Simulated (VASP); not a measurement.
# BeS (F-43m) in VASP: G0W0 quasiparticle levels with PBE

Aim: the G0W0 quasiparticle levels of BeS with PBE.

Everything below comes from runs of VASP 6.6.1. Logs are shortened: lines on timing, memory, paths and dates and some standing lists are left out, and cuts for length are marked.

## (1) The cell of the first run

It takes space group F-43m (No. 216, cubic). Conventional cell: a = 4.869 Å, b = 4.869 Å, c = 4.869 Å, α = 90.00°, β = 90.00°, γ = 90.00°. Within 2.8 Å of Be (site symmetry -43m) lie 4 S at 2.11 Å. Within 2.8 Å of S (site symmetry -43m) lie 4 Be at 2.11 Å.

## (2) G0W0 quasiparticle levels, PBE

POSCAR

```
BeS
1.0
    0.0000000000      2.4343066366      2.4343066366
    2.4343066366      0.0000000000      2.4343066366
    2.4343066366      2.4343066366      0.0000000000
Be S
1 1
Direct
    0.0000000000      0.0000000000      0.0000000000
    0.2500000000      0.2500000000      0.2500000000
```

INCAR.step1

```
SYSTEM = BeS
PREC     = Accurate       ! precision mode
ENCUT    = 500            ! plane-wave cutoff, eV
EDIFF    = 1E-8           ! SCF threshold, eV
ISMEAR   = 0              ! smearing method
SIGMA    = 0.01           ! smearing width, eV
LREAL    = .False.        ! projectors in reciprocal space
LASPH    = .True.         ! aspherical terms in the spheres
NELM     = 100            ! most SCF steps
ALGO     = Normal         ! electronic algorithm
LWAVE    = .True.         ! write WAVECAR
LCHARG   = .False.        ! write CHGCAR
GGA      = PE             ! functional
```

INCAR.step2

```
SYSTEM = BeS
PREC     = Accurate       ! precision mode
ENCUT    = 500            ! plane-wave cutoff, eV
EDIFF    = 1E-8           ! SCF threshold, eV
ISMEAR   = 0              ! smearing method
SIGMA    = 0.01           ! smearing width, eV
LREAL    = .False.        ! projectors in reciprocal space
LASPH    = .True.         ! aspherical terms in the spheres
NELM     = 1              ! most SCF steps
ALGO     = Exact          ! electronic algorithm
LWAVE    = .True.         ! write WAVECAR
LCHARG   = .False.        ! write CHGCAR
GGA      = PE             ! functional
NBANDS   = 44             ! bands
LOPTICS  = .True.         ! frequency-dependent dielectric function
ISTART   = 1
```

INCAR.step3

```
SYSTEM = BeS
PREC     = Accurate       ! precision mode
ENCUT    = 500            ! plane-wave cutoff, eV
EDIFF    = 1E-8           ! SCF threshold, eV
ISMEAR   = 0              ! smearing method
SIGMA    = 0.01           ! smearing width, eV
LREAL    = .False.        ! projectors in reciprocal space
LASPH    = .True.         ! aspherical terms in the spheres
ALGO     = EVGW0          ! electronic algorithm
LWAVE    = .False.        ! write WAVECAR
LCHARG   = .False.        ! write CHGCAR
GGA      = PE             ! functional
NELMGW   = 1            
NBANDS   = 44             ! bands
ENCUTGW  = 60.0           ! cutoff of the response function
NOMEGA   = 48             ! frequency points
PRECFOCK = Fast         
ISTART   = 1            
NBANDSGW = 12
```

KPOINTS

```
Automatic mesh
0
Gamma
  4 4 4
  0 0 0
```

Potentials or basis: VASP PAW PBE potentials, release 64 (Be_GW, S_GW).

Launch:

```bash
$ cat potpaw_PBE.64/Be_GW/POTCAR potpaw_PBE.64/S_GW/POTCAR > POTCAR
$ cp INCAR.step1 INCAR
$ mpirun -np 1 vasp_std > vasp.out
$ cp INCAR.step2 INCAR
$ mpirun -np 1 vasp_std > vasp.out
$ cp INCAR.step3 INCAR
$ mpirun -np 1 vasp_std > vasp.out
```

OUTCAR:

```text
SYSTEM = BeS
   PREC = Accurate
   ENCUT = 500
   EDIFF = 1E-8
   ISMEAR = 0
   LREAL = .False.
   LASPH = .True.
   GGA = PE
   NELMGW = 1
   ENCUTGW = 60.0
   PRECFOCK = Fast
   ISTART = 1

 ion  position               nearest neighbor table
   1  0.000  0.000  0.000-   2 2.11   2 2.11   2 2.11   2 2.11
   2  0.250  0.250  0.250-   1 2.11   1 2.11   1 2.11   1 2.11

  LATTYP: Found a face centered cubic cell.
 ALAT       =     4.8686132732

  Lattice vectors:

 A1 = (   0.0000000000,   2.4343066366,   2.4343066366)
 A2 = (   2.4343066366,   0.0000000000,   2.4343066366)
 A3 = (   2.4343066366,   2.4343066366,   0.0000000000)

Analysis of symmetry for initial positions (statically):
=====================================================================
 Subroutine PRICEL returns:
 Original cell was already a primitive cell.

 Routine SETGRP: Setting up the symmetry group for a
 face centered cubic supercell.

 Subroutine GETGRP returns: Found 24 space group operations
 (whereof 24 operations were pure point group operations)
 out of a pool of 48 trial point group operations.

The static configuration has the point symmetry T_d .

Analysis of symmetry for dynamics (positions and initial velocities):
=====================================================================
 Subroutine PRICEL returns:
 Original cell was already a primitive cell.

 Routine SETGRP: Setting up the symmetry group for a
 face centered cubic supercell.

 Subroutine GETGRP returns: Found 24 space group operations
 (whereof 24 operations were pure point group operations)
 out of a pool of 48 trial point group operations.

The dynamic configuration has the point symmetry T_d .

 Subroutine INISYM returns: Found 24 space group operations
 (whereof 24 operations are pure point group operations),
 and found     1 'primitive' translations

----------------------------------------------------------------------------------------

                                     Primitive cell

  volume of cell :      28.8507

  direct lattice vectors                    reciprocal lattice vectors
     0.000000000  2.434306637  2.434306637    -0.205397296  0.205397296  0.205397296
     2.434306637  0.000000000  2.434306637     0.205397296 -0.205397296  0.205397296
     2.434306637  2.434306637  0.000000000     0.205397296  0.205397296 -0.205397296

  length of vectors
     3.442629460  3.442629460  3.442629460     0.355758552  0.355758552  0.355758552

  position of ions in fractional coordinates (direct lattice)
     0.000000000  0.000000000  0.000000000
     0.250000000  0.250000000  0.250000000

  ion indices of the primitive-cell ions
   primitive index   ion index
                 1           1
                 2           2

----------------------------------------------------------------------------------------

 KPOINTS: Automatic mesh

Automatic generation of k-mesh.
 Grid dimensions read from file:
 generate k-points for:    4    4    4

 Generating k-lattice:

  Cartesian coordinates                     Fractional coordinates (reciprocal lattice)
    -0.051349324  0.051349324  0.051349324     0.250000000  0.000000000  0.000000000
     0.051349324 -0.051349324  0.051349324     0.000000000  0.250000000  0.000000000
     0.051349324  0.051349324 -0.051349324     0.000000000  0.000000000  0.250000000

  Length of vectors
     0.088939638  0.088939638  0.088939638

  Shift w.r.t. Gamma in fractional coordinates (k-lattice)
     0.000000000  0.000000000  0.000000000

 Subroutine IBZKPT returns following result:
 ===========================================

 Found      8 irreducible k-points:

 Following reciprocal coordinates:
            Coordinates               Weight
  0.000000  0.000000  0.000000      1.000000
  0.250000  0.000000  0.000000      8.000000
  0.500000  0.000000  0.000000      4.000000
  0.250000  0.250000  0.000000      6.000000
  0.500000  0.250000  0.000000     24.000000
 -0.250000  0.250000  0.000000     12.000000
  0.500000  0.500000  0.000000      3.000000
 -0.250000  0.500000  0.250000      6.000000
   k-points           NKPTS =      8   k-points in BZ     NKDIM =     64   number of bands    NBANDS=     44
   number of dos      NEDOS =    301   number of ions     NIONS =      2
   total plane-waves  NPLWV =  21952
   dimension x,y,z NGX =    28 NGY =   28 NGZ =   28
   dimension x,y,z NGXF=    56 NGYF=   56 NGZF=   56
   ions per type =               1   1
   NGX,Y,Z   is equivalent  to a cutoff of  13.52, 13.52, 13.52 a.u.
   NGXF,Y,Z  is equivalent  to a cutoff of  27.04, 27.04, 27.04 a.u.
 SYSTEM =  BeS
   PREC   = accura    normal or accurate (medium, high low for compatibility)
   ISTART =      1    job   : 0-new  1-cont  2-samecut
   ICHARG =      0    charge: 1-file 2-atom 10-const
   ISPIN  =      1    spin polarized calculation?
   LNONCOLLINEAR =      F non collinear calculations
   LSORBIT =      F    spin-orbit coupling
   LASPH  =      T    aspherical Exc in radial PAW
   ENCUT  =  500.0 eV  36.75 Ry    6.06 a.u.   6.28  6.28  6.28*2*pi/ulx,y,z
   NELM   =     60;   NELMIN=  2; NELMDL=  0     # of ELM steps
   EDIFF  = 0.1E-07   stopping-criterion for ELM
   LREAL  =      F    real-space projection
   EDIFFG = 0.1E-06   stopping-criterion for IOM
   NSW    =      0    number of steps for IOM
   IBRION =     -1    ionic relax: 0-MD 1-quasi-New 2-CG
   NFREE  =      0    steps in history (QN), initial steepest desc. (CG)
   ISIF   =      0    stress and relaxation
   ISYM   =      3    0-nonsym 1-usesym 2-fastsym
   POTIM  = 0.5000    time-step for ionic-motion
   TEBEG  =    0.0;   TEEND  =   0.0 temperature during run
   PSTRESS=    0.0 pullay stress
   NELECT =       8.0000    total number of electrons
   NUPDOWN=      -1.0000    fix difference up-down
   EMIN   =  10.00;   EMAX   =-10.00  energy-range for DOS
   EFERMI =   0.00;   METHOD = LEGACY
   ISMEAR =     0;   SIGMA  =   0.01  broadening in eV -4-tet -1-fermi 0-gaus
   EFERMI_NEDOS =   21; number of points for ismear=-14 and -15
   IALGO  =     38    algorithm
   IMIX   =      4    mixing-type and parameters
     AMIX     =   0.40;   BMIX     =  1.00
     AMIX_MAG =   1.60;   BMIX_MAG =  1.00
  volume/ion in A,a.u.               =      14.43        97.35
  Fermi-wavevector in a.u.,A,eV,Ry     =   1.067545  2.017368 15.505913  1.139652
  Thomas-Fermi vector in A             =   2.203165
   LORBIT       =      0    0 simple, 1 ext, 2 COOP (PROOUT), +10 PAW based schemes
   GGA     = PE    functional components
   LHFCALC =     T    Hartree Fock is set to
   PRECFOCK=fast      Normal, Fast or Accurate (Low or Medium for compatibility)
   ENCUT4O =  -1.0   cutoff for four orbital integrals eV
   NKREDX  =     1    reduce k-point grid by
   NKREDY  =     1    reduce k-point grid by
   NKREDZ  =     1    reduce k-point grid by
   AEXX    =    1.0000 exact exchange contribution
   HFSCREEN=    0.0000 screening length (either q_TF or 0.3 A-1)
   HFSCREENC=   0.0000 screening length for correlation (either q_TF or 0.3 A-1)
   ENCUTFOCK=  -1.0 apply spherical cutoff to Coloumb kernel
   IVDW    =     0    specifies the selected vdW correction
   LEPSILON=     F    determine dielectric tensor
   LRPA    =     F    only Hartree local field effects (RPA)
   LRPAFORCE           =     F    calculate RPA forces
   ENCUTGW             =  60.0    cutoff for response function in eV
   ENCUTGWSOFT         =  48.0    soft cutoff for Coulomb kernel in GW response function in eV
   ENCUTLF             =  -1.0    cutoff for local field effects
   NELMGW              =     1    number of iterations in solving QP/BSE equation
   NELMHF              =     1    number of iterations in the inner HF iteration
   NKREDLFX            =     1    NKREDLFY  =   1   NKREDLFZ  =   1
 non-spin polarized calculation
 Gauss-broadening in eV      SIGMA  =   0.01
  energy-cutoff  :      500.00
  volume of cell :       28.85
 maximum number of plane-waves:       754
 NGX is ok and might be reduce to    28
  NGX = 14; NGY = 14; NGZ = 14
   NGX = 13   NGY = 13   NGZ = 13
 maximum number of plane-waves:        34
 NGX is ok and might be reduce to    10

 QP shifts <psi_nk| G(iteration)W_0 |psi_nk>: iteration 1
 for sc-GW calculations column KS-energies equals QP-energies in previous step
 and V_xc(KS)=  KS-energies - (<T + V_ion + V_H > + <T+V_H+V_ion>^1  + <V_x>^1)

 k-point   1 :       0.0000    0.0000    0.0000
  band No.  KS-energies  QP-energies   sigma(KS)   V_xc(KS)     V^pw_x(r,r')   Z            occupation Imag(sigma)

      1      -9.9238     -10.5976     -13.6685     -12.7969     -21.3167       0.7731       2.0000       1.6016
      2       3.6985       3.2173     -14.3108     -13.7029     -16.6002       0.7916       2.0000       0.0721
      3       3.6985       3.2173     -14.3108     -13.7029     -16.6002       0.7916       2.0000       0.0721
      4       3.6985       3.2173     -14.3108     -13.7029     -16.6002       0.7916       2.0000       0.0721
      5       9.3382      10.3076      -9.3014     -10.5184      -5.2071       0.7965       0.0000      -0.0919
      6       9.3382      10.3076      -9.3014     -10.5184      -5.2071       0.7965       0.0000      -0.0919
      7       9.3382      10.3076      -9.3014     -10.5184      -5.2071       0.7965       0.0000      -0.0919
      8       9.4800      10.1690      -9.5529     -10.4162      -5.2385       0.7981       0.0000      -0.1008
      9      16.3137      17.4968      -9.9016     -11.4347      -4.9428       0.7718       0.0000      -0.2110
     10      16.3137      17.4968      -9.9016     -11.4347      -4.9428       0.7718       0.0000      -0.2110
     11      18.4840      18.6609      -8.2922      -8.5247      -2.3184       0.7606       0.0000      -0.4924
     12      20.1712      20.5432      -8.1989      -8.6743      -2.2504       0.7823       0.0000      -0.5829

 k-point   2 :       0.2500    0.0000    0.0000
  band No.  KS-energies  QP-energies   sigma(KS)   V_xc(KS)     V^pw_x(r,r')   Z            occupation Imag(sigma)
[... 97 lines left out ...]
      1      -7.7559      -8.0711     -14.3663     -13.9285     -21.5811       0.7200       2.0000       1.0582
      2      -0.5221      -1.4677     -13.2458     -11.9915     -16.6418       0.7539       2.0000       0.1407
      3      -0.1174      -1.0031     -12.9594     -11.8017     -15.9977       0.7650       2.0000       0.1226
      4       0.3978      -0.4148     -12.7802     -11.7282     -15.5647       0.7724       2.0000       0.1074
      5      10.1403      10.8464      -9.6256     -10.5107      -5.6277       0.7978       0.0000      -0.0986
      6      11.7545      12.5854      -9.0469     -10.0920      -4.6353       0.7950       0.0000      -0.1154
      7      12.0695      12.9434      -9.0972     -10.2212      -4.1861       0.7774       0.0000      -0.1400
      8      12.4441      13.5699     -10.3451     -11.8058      -5.6127       0.7707       0.0000      -0.1421
      9      17.8162      19.1275     -10.1763     -11.9142      -4.5042       0.7545       0.0000      -0.3549
     10      17.9928      18.9494     -10.2072     -11.4961      -4.1889       0.7422       0.0000      -0.4417
     11      20.4504      21.7545     -10.0961     -11.8088      -4.0217       0.7614       0.0000      -0.5662
     12      22.0868      22.8755      -9.5576     -10.5489      -3.4749       0.7957       0.0000      -0.8614
```

It took 23 s on 1 thread of Intel Xeon Platinum 8488C (Sapphire Rapids), shared host; peak memory 0.24 GiB.

Results:

```yaml
Quasiparticle_gap: 4.07 eV
Least_direct_quasiparticle_gap: 6.96 eV
Band_gap_of_the_starting_levels_on_the_mesh: 3.12 eV
Least_direct_gap_of_the_starting_levels_on_the_mesh: 5.64 eV
```

Caveat: the k points lie up to 0.56 Å⁻¹ apart; bands, screening cutoff and mesh are small and nothing is extrapolated, so the quasiparticle values aren't converged.
